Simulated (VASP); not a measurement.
Input of a VASP 6.6.1 run:

The input INCAR:

```
SYSTEM = Ca
PREC     = Accurate       ! precision mode
ENCUT    = 600            ! plane-wave cutoff, eV
EDIFF    = 1E-6           ! SCF threshold, eV
ISMEAR   = -1             ! smearing method
SIGMA    = 0.05           ! smearing width, eV
LREAL    = .FALSE.        ! projectors in reciprocal space
LASPH    = .TRUE.         ! aspherical terms in the spheres
NELM     = 80             ! most SCF steps
ALGO     = Normal         ! electronic algorithm
ISIF     = 3              ! what is computed and relaxed
LWAVE    = .FALSE.        ! write WAVECAR
LCHARG   = .FALSE.        ! write CHGCAR
GGA      = PE             ! functional
IBRION   = 2              ! ionic algorithm
NSW      = 80             ! ionic steps
EDIFFG   = -0.01          ! ionic threshold
```

KPOINTS

```
regular mesh
0
G
  8 8 8
  0 0 0
```

Contents of POSCAR:

```
Ca
1.0
   -2.2400000000      2.2400000000      2.2400000000
    2.2400000000     -2.2400000000      2.2400000000
    2.2400000000      2.2400000000     -2.2400000000
Ca
1
Direct
    0.0000000000      0.0000000000      0.0000000000
```

Potentials or basis: VASP PAW PBE potentials, release 64 (Ca_sv).

The run is started by

```sh
$ cat potpaw_PBE.64/Ca_sv/POTCAR > POTCAR
$ mpirun -np 1 vasp_std > vasp.out
```

(1) Estimate the relaxed volume.

(2) Estimate the relaxed cell.

Results:

(1) 42.19 Å³/atom.

(2) a = 3.798 Å, b = 3.798 Å, c = 3.798 Å, α = 109.47°, β = 109.47°, γ = 109.47°.
